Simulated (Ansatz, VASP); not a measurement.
**One calculation of B5W, two programs**

```
CELL_PARAMETERS angstrom
3.79731 0.00000 0.00000
-1.89865 3.28857 0.00000
0.00000 0.00000 4.86334
ATOMIC_POSITIONS crystal
B 0.43457 0.00000 0.00000
B 0.00000 0.43457 0.00000
B 0.56543 0.56543 0.00000
B 0.00000 0.00000 0.63031
B 0.00000 0.00000 0.36969
W 0.00000 0.00000 0.00000
```

Alike in both runs: task single point; functional PBE; k mesh 6 × 6 × 4; occupations gaussian, width 0.1 eV; no spin polarisation.

|  | VASP | Ansatz |
| --- | --- | --- |
| version | VASP 6.6.1 | Ansatz 0.2.0 |
| potentials or method | VASP PAW PBE potentials, release 64 (B, W_sv), cutoff 520 eV | scalar-relativistic, plane waves, PAW |
| valence electrons in the cell | 29 | 29 |

```csv
,VASP,Ansatz,Ansatz less VASP
gap on the k mesh at the Fermi level (eV),none,none,-
rms of the force components (eV/Å),7.260,7.216,-0.0440
```

Atom by atom the forces differ by 0.050 eV/Å (rms over components). A gap of «none» marks a metal or a gap that the smearing closes.

Spin-orbit coupling is off throughout.
